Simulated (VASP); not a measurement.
MgS: elastic constants with PBEsol

MgS:

```
Mg S
1.0
     2.59096    2.59096    0.00000
    -2.59096    2.59096    0.00000
     0.00000    2.59096    2.59096
Mg S
1 1
Direct
  0.00000 0.00000 0.00000
  0.50000 0.50000 0.00000
```

| Quantity | Value |
| --- | --- |
| Program | VASP 6.6.1 |
| Task | elastic constants |
| Functional | PBEsol |
| Potentials or basis | VASP PAW PBE potentials, release 64 (Mg, S) |
| Cutoff | 600 eV |
| k mesh | 8 × 8 × 8 |
| Occupations | gaussian, width 0.01 eV |
| Spin | no spin polarisation |
| Dipole correction | no |
| Ions in elastic constants | relaxed |
| Further INCAR settings | ALGO = Normal; EDIFF = 1e-08; IBRION = 6; POTIM = 0.015; NSW = 1; ISIF = 3 |

```yaml
Elastic_constants_C11_C12_C44: 153, 41, 54 GPa
Voigt_bulk_modulus: 79 GPa
Highest_phonon_frequency_at_Γ_LO-TO_splitting_left_out: 243 cm⁻¹
```

Phonon frequencies in cm⁻¹ (negative: imaginary):
| q point | frequencies |
| --- | --- |
| (0.000, 0.000, 0.000) | 0 0 0 243 243 243 |

Elastic tensor in Voigt notation (GPa, in the Cartesian axes of the cell as first typed):
```
153  41  41   0   0   0
 41 153  41   0   0   0
 41  41 153   0   0   0
  0   0   0  54   0   0
  0   0   0   0  54   0
  0   0   0   0   0  54
```

Clamped-ion elastic tensor (GPa):
```
153  41  41   0   0   0
 41 153  41   0   0   0
 41  41 153   0   0   0
  0   0   0  54   0   0
  0   0   0   0  54   0
  0   0   0   0   0  54
```

Run time: 5.1 min on 1 thread of Intel(R) Xeon(R) Platinum 8488C (Sapphire Rapids) (shared host), peak memory 0.25 GiB.

Caveat: the PAW data sets were made with another functional, which shifts forces and pressure a little.
